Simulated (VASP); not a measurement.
# H (Fm-3m) in VASP: single point with LDA

Aim: the single point of H with LDA.

Everything below comes from runs of VASP 6.6.1. Logs are shortened: lines on timing, memory, paths and dates and some standing lists are left out, and cuts for length are marked.

### 1 The cell of the first run

It takes space group Fm-3m (No. 225, cubic). The conventional cell has a = 6.376 Å, b = 6.376 Å, c = 6.376 Å, α = 90.00°, β = 90.00°, γ = 90.00°.

### 2 Single point, LDA

The input, INCAR:

```
SYSTEM = H
PREC = Accurate
ENCUT = 520
EDIFF = 1E-6
ISMEAR = -1
SIGMA = 0.05
LREAL = .FALSE.
LASPH = .TRUE.
NELM = 60
ALGO = Normal
ISIF = 2
LWAVE = .FALSE.
LCHARG = .TRUE.
LELF = .TRUE.
LVHAR = .TRUE.
NBANDS = 6
```

The input, KPOINTS:

```
regular mesh
0
G
  6 6 6
  0 0 0
```

The input, POSCAR:

```
H
1.0
    0.0000000000      3.1880000000      3.1880000000
    3.1880000000      0.0000000000      3.1880000000
    3.1880000000      3.1880000000      0.0000000000
H
1
Direct
    0.5000000000      0.5000000000      0.5000000000
```

Potentials or basis: VASP PAW LDA potentials, release 64 (H).

Run with:

```sh
cat potpaw_LDA.64/H/POTCAR > POTCAR
mpirun -np 1 vasp_std > vasp.out
```

OUTCAR:

```text
SYSTEM = H
   PREC = Accurate
   ENCUT = 520
   EDIFF = 1E-6
   ISMEAR = -1
   LREAL = .FALSE.
   LASPH = .TRUE.
   NELM = 60
   ISIF = 2

 ion  position               nearest neighbor table
   1  0.500  0.500  0.500-

  LATTYP: Found a face centered cubic cell.
 ALAT       =     6.3760000000

  Lattice vectors:

 A1 = (   0.0000000000,   3.1880000000,   3.1880000000)
 A2 = (   3.1880000000,   0.0000000000,   3.1880000000)
 A3 = (   3.1880000000,   3.1880000000,   0.0000000000)

Analysis of symmetry for initial positions (statically):
=====================================================================
 Subroutine PRICEL returns:
 Original cell was already a primitive cell.

 Routine SETGRP: Setting up the symmetry group for a
 face centered cubic supercell.

 Subroutine GETGRP returns: Found 48 space group operations
 (whereof 48 operations were pure point group operations)
 out of a pool of 48 trial point group operations.

The static configuration has the point symmetry O_h .

Analysis of symmetry for dynamics (positions and initial velocities):
=====================================================================
 Subroutine PRICEL returns:
 Original cell was already a primitive cell.

 Routine SETGRP: Setting up the symmetry group for a
 face centered cubic supercell.

 Subroutine GETGRP returns: Found 48 space group operations
 (whereof 48 operations were pure point group operations)
 out of a pool of 48 trial point group operations.

The dynamic configuration has the point symmetry O_h .

 Subroutine INISYM returns: Found 48 space group operations
 (whereof 48 operations are pure point group operations),
 and found     1 'primitive' translations

----------------------------------------------------------------------------------------

                                     Primitive cell

  volume of cell :      64.8015

  direct lattice vectors                    reciprocal lattice vectors
     0.000000000  3.188000000  3.188000000    -0.156838143  0.156838143  0.156838143
     3.188000000  0.000000000  3.188000000     0.156838143 -0.156838143  0.156838143
     3.188000000  3.188000000  0.000000000     0.156838143  0.156838143 -0.156838143

  length of vectors
     4.508512837  4.508512837  4.508512837     0.271651632  0.271651632  0.271651632

  position of ions in fractional coordinates (direct lattice)
     0.500000000  0.500000000  0.500000000

  ion indices of the primitive-cell ions
   primitive index   ion index
                 1           1

----------------------------------------------------------------------------------------

 KPOINTS: regular mesh

Automatic generation of k-mesh.
 Grid dimensions read from file:
 generate k-points for:    6    6    6

 Generating k-lattice:

  Cartesian coordinates                     Fractional coordinates (reciprocal lattice)
    -0.026139691  0.026139691  0.026139691     0.166666667  0.000000000  0.000000000
     0.026139691 -0.026139691  0.026139691     0.000000000  0.166666667  0.000000000
     0.026139691  0.026139691 -0.026139691     0.000000000  0.000000000  0.166666667

  Length of vectors
     0.045275272  0.045275272  0.045275272

  Shift w.r.t. Gamma in fractional coordinates (k-lattice)
     0.000000000  0.000000000  0.000000000

 Subroutine IBZKPT returns following result:
 ===========================================

 Found     16 irreducible k-points:

 Following reciprocal coordinates:
            Coordinates               Weight
  0.000000  0.000000  0.000000      1.000000
  0.166667  0.000000  0.000000      8.000000
  0.333333  0.000000  0.000000      8.000000
  0.500000  0.000000  0.000000      4.000000
  0.166667  0.166667  0.000000      6.000000
  0.333333  0.166667  0.000000     24.000000
  0.500000  0.166667  0.000000     24.000000
 -0.333333  0.166667  0.000000     24.000000
 -0.166667  0.166667  0.000000     12.000000
  0.333333  0.333333  0.000000      6.000000
  0.500000  0.333333  0.000000     24.000000
 -0.333333  0.333333  0.000000     12.000000
  0.500000  0.500000  0.000000      3.000000
  0.500000  0.333333  0.166667     24.000000
 -0.333333  0.333333  0.166667     24.000000
 -0.333333  0.500000  0.166667     12.000000
   k-points           NKPTS =     16   k-points in BZ     NKDIM =     16   number of bands    NBANDS=      6
   number of dos      NEDOS =    301   number of ions     NIONS =      1
   total plane-waves  NPLWV =  46656
   dimension x,y,z NGX =    36 NGY =   36 NGZ =   36
   dimension x,y,z NGXF=    72 NGYF=   72 NGZF=   72
   ions per type =               1
   NGX,Y,Z   is equivalent  to a cutoff of  13.27, 13.27, 13.27 a.u.
   NGXF,Y,Z  is equivalent  to a cutoff of  26.55, 26.55, 26.55 a.u.
 SYSTEM =  H
   PREC   = accura    normal or accurate (medium, high low for compatibility)
   ISTART =      0    job   : 0-new  1-cont  2-samecut
   ICHARG =      2    charge: 1-file 2-atom 10-const
   ISPIN  =      1    spin polarized calculation?
   LNONCOLLINEAR =      F non collinear calculations
   LSORBIT =      F    spin-orbit coupling
   LASPH  =      T    aspherical Exc in radial PAW
   ENCUT  =  520.0 eV  38.22 Ry    6.18 a.u.   8.38  8.38  8.38*2*pi/ulx,y,z
   NELM   =     60;   NELMIN=  2; NELMDL= -5     # of ELM steps
   EDIFF  = 0.1E-05   stopping-criterion for ELM
   LREAL  =      F    real-space projection
   EDIFFG = 0.1E-04   stopping-criterion for IOM
   NSW    =      0    number of steps for IOM
   IBRION =     -1    ionic relax: 0-MD 1-quasi-New 2-CG
   NFREE  =      0    steps in history (QN), initial steepest desc. (CG)
   ISIF   =      2    stress and relaxation
   ISYM   =      2    0-nonsym 1-usesym 2-fastsym
   POTIM  = 0.5000    time-step for ionic-motion
   TEBEG  =    0.0;   TEEND  =   0.0 temperature during run
   PSTRESS=    0.0 pullay stress
   NELECT =       1.0000    total number of electrons
   NUPDOWN=      -1.0000    fix difference up-down
   EMIN   =  10.00;   EMAX   =-10.00  energy-range for DOS
   EFERMI =   0.00;   METHOD = LEGACY
   ISMEAR =    -1;   SIGMA  =   0.05  broadening in eV -4-tet -1-fermi 0-gaus
   EFERMI_NEDOS =   21; number of points for ismear=-14 and -15
   IALGO  =     38    algorithm
   IMIX   =      4    mixing-type and parameters
     AMIX     =   0.40;   BMIX     =  1.00
     AMIX_MAG =   1.60;   BMIX_MAG =  1.00
  volume/ion in A,a.u.               =      64.80       437.30
  Fermi-wavevector in a.u.,A,eV,Ry     =   0.407580  0.770215  2.260223  0.166122
  Thomas-Fermi vector in A             =   1.361321
   LORBIT       =      0    0 simple, 1 ext, 2 COOP (PROOUT), +10 PAW based schemes
   GGA     = CA    functional components
   LHFCALC =     F    Hartree Fock is set to
   AEXX    =    0.0000 exact exchange contribution
   IVDW    =     0    specifies the selected vdW correction
   LEPSILON=     F    determine dielectric tensor
   LRPA    =     F    only Hartree local field effects (RPA)
 non-spin polarized calculation
  energy-cutoff  :      520.00
  volume of cell :       64.80
 maximum number of plane-waves:      1807
 NGX is ok and might be reduce to    36
   NGX = 17   NGY = 17   NGZ = 17

 number of electron       1.0000000 magnetization

 Free energy of the ion-electron system (eV)
  ---------------------------------------------------
  ext. energy  EPLUGINS =         0.00000000
  ---------------------------------------------------
  free energy    TOTEN  =        -0.15242285 eV

  energy without entropy =       -0.11344581  energy(sigma->0) =       -0.13293433

 E-fermi :  -6.0306     XC(G=0):  -3.3097

 val. band max:       -6.0444368475   @ k =   0.5000   0.0000   0.0000
 cond. band min:      -6.0220338924   @ k =   0.5000   0.3333   0.1667
 fundamental gap:      0.0224029551
 Fermi energy:        -6.0306028474

 k-point     1 :       0.0000    0.0000    0.0000
  band No.  band energies     occupation
      1      -6.5800      1.99997
      2       0.9999      0.00000
      3       6.8945      0.00000
      4       6.8945      0.00000
      5       6.8945      0.00000
      6       8.4619      0.00000

 k-point     2 :       0.1667    0.0000    0.0000
  band No.  band energies     occupation
      1      -6.4599      1.99963
      2       0.8081      0.00000
      3       5.3226      0.00000
      4       6.4854      0.00000
      5       6.4854      0.00000
      6       8.5431      0.00000

 k-point     3 :       0.3333    0.0000    0.0000
  band No.  band energies     occupation
      1      -6.1940      1.92661
      2       0.3802      0.00000
      3       3.7803      0.00000
      4       6.1284      0.00000
      5       6.1284      0.00000
      6       8.2090      0.00000

 k-point     4 :       0.5000    0.0000    0.0000
  band No.  band energies     occupation
      1      -6.0444      1.13746
      2       0.1321      0.00000
      3       3.2681      0.00000
      4       6.0516      0.00000
      5       6.0516      0.00000
      6       7.7218      0.00000

 k-point     5 :       0.1667    0.1667    0.0000
  band No.  band energies     occupation
      1      -6.4210      1.99919
      2       0.7940      0.00000
      3       5.5806      0.00000
      4       5.5806      0.00000
      5       6.6573      0.00000
      6       7.3254      0.00000

 k-point     6 :       0.3333    0.1667    0.0000
  band No.  band energies     occupation
      1      -6.2046      1.94018
      2       0.5771      0.00000
      3       3.9092      0.00000
      4       5.1024      0.00000
      5       6.0392      0.00000
      6       7.4068      0.00000

 k-point     7 :       0.5000    0.1667    0.0000
  band No.  band energies     occupation
      1      -6.0098      0.79528
      2       0.4100      0.00000
      3       2.7714      0.00000
      4       5.1750      0.00000
      5       5.3462      0.00000
      6       7.5055      0.00000

 k-point     8 :      -0.3333    0.1667    0.0000
  band No.  band energies     occupation
      1      -6.0583      1.26996
      2       0.4479      0.00000
      3       2.8332      0.00000
      4       5.3088      0.00000
      5       5.7769      0.00000
      6       7.5989      0.00000

 k-point     9 :      -0.1667    0.1667    0.0000
  band No.  band energies     occupation
      1      -6.2906      1.98903
      2       0.6219      0.00000
      3       4.0397      0.00000
      4       5.6935      0.00000
      5       6.6722      0.00000
      6       8.2740      0.00000

 k-point    10 :       0.3333    0.3333    0.0000
  band No.  band energies     occupation
      1      -6.0782      1.44272
      2       0.6576      0.00000
      3       4.4375      0.00000
      4       4.4375      0.00000
      5       4.4847      0.00000
      6       5.4312      0.00000

 k-point    11 :       0.5000    0.3333    0.0000
  band No.  band energies     occupation
      1      -5.9341      0.25343
      2       0.8439      0.00000
      3       2.5479      0.00000
      4       4.1818      0.00000
      5       4.3368      0.00000
      6       6.8095      0.00000

 k-point    12 :      -0.3333    0.3333    0.0000
  band No.  band energies     occupation
      1      -5.9250      0.21578
      2       1.0755      0.00000
      3       1.6470      0.00000
      4       4.4375      0.00000
      5       4.8103      0.00000
      6       8.3723      0.00000

 k-point    13 :       0.5000    0.5000    0.0000
  band No.  band energies     occupation
      1      -5.8927      0.11925
      2       0.8386      0.00000
      3       3.1100      0.00000
      4       4.0464      0.00000
      5       4.0464      0.00000
      6       5.0215      0.00000

 k-point    14 :       0.5000    0.3333    0.1667
  band No.  band energies     occupation
      1      -6.0220      0.91452
      2       0.6700      0.00000
      3       2.8481      0.00000
      4       3.8837      0.00000
      5       6.1338      0.00000
      6       7.8166      0.00000

 k-point    15 :      -0.3333    0.3333    0.1667
  band No.  band energies     occupation
      1      -5.9249      0.21542
      2       0.9329      0.00000
      3       2.0537      0.00000
      4       3.3725      0.00000
      5       6.2881      0.00000
      6       7.5468      0.00000

 k-point    16 :      -0.3333    0.5000    0.1667
  band No.  band energies     occupation
      1      -5.8852      0.10353
      2       1.2431      0.00000
      3       2.3184      0.00000
      4       2.4463      0.00000
      5       5.7455      0.00000
      6       7.4261      0.00000

------------------------ aborting loop because EDIFF is reached ----------------------------------------

  FORCE on cell =-STRESS in cart. coord.  units (eV):
  Direction    XX          YY          ZZ          XY          YZ          ZX
  --------------------------------------------------------------------------------------
  -------------------------------------------------------------------------------------
  Total       -0.2361338     -0.2361338     -0.2361338      0.0000000      0.0000000     -0.0000000
  in kB       -5.8382653     -5.8382653     -5.8382653      0.0000000      0.0000000     -0.0000000
  external PRESSURE =      -5.8382653 kB  Pullay stress =       0.0000000 kB

 VOLUME and BASIS-vectors are now :
 -----------------------------------------------------------------------------
  energy-cutoff  :      520.00
  volume of cell :       64.80
      direct lattice vectors                 reciprocal lattice vectors
     0.000000000  3.188000000  3.188000000    -0.156838143  0.156838143  0.156838143
     3.188000000  0.000000000  3.188000000     0.156838143 -0.156838143  0.156838143
     3.188000000  3.188000000  0.000000000     0.156838143  0.156838143 -0.156838143

 POSITION                                       TOTAL-FORCE (eV/Angst)
 -----------------------------------------------------------------------------------
      3.18800      3.18800      3.18800        -0.000000      0.000000     -0.000000
 -----------------------------------------------------------------------------------
    total drift:                                0.000000      0.000000      0.000000

  FREE ENERGIE OF THE ION-ELECTRON SYSTEM (eV)
  ---------------------------------------------------
  free  energy   TOTEN  =        -0.1524228473 eV

  energy  without entropy=       -0.1134458081  energy(sigma->0) =       -0.13293433
```

It took 3.3 s on 1 thread of Intel Xeon 6975P-C (Granite Rapids), shared host; peak memory 0.14 GiB.

Results:

- Free energy: -0.1524 eV
- Pressure: -0.6 GPa

Levels at points of the mesh, in eV from the Fermi level:
```csv
k point,band 1,band 2,band 3,band 4,band 5,band 6
"(0.00, 0.00, 0.00)",-0.55,7.03,12.93,12.93,12.93,14.49
"(0.50, 0.00, 0.00)",-0.01,6.16,9.30,12.08,12.08,13.75
"(0.50, 0.50, 0.00)",0.14,6.87,9.14,10.08,10.08,11.05
```
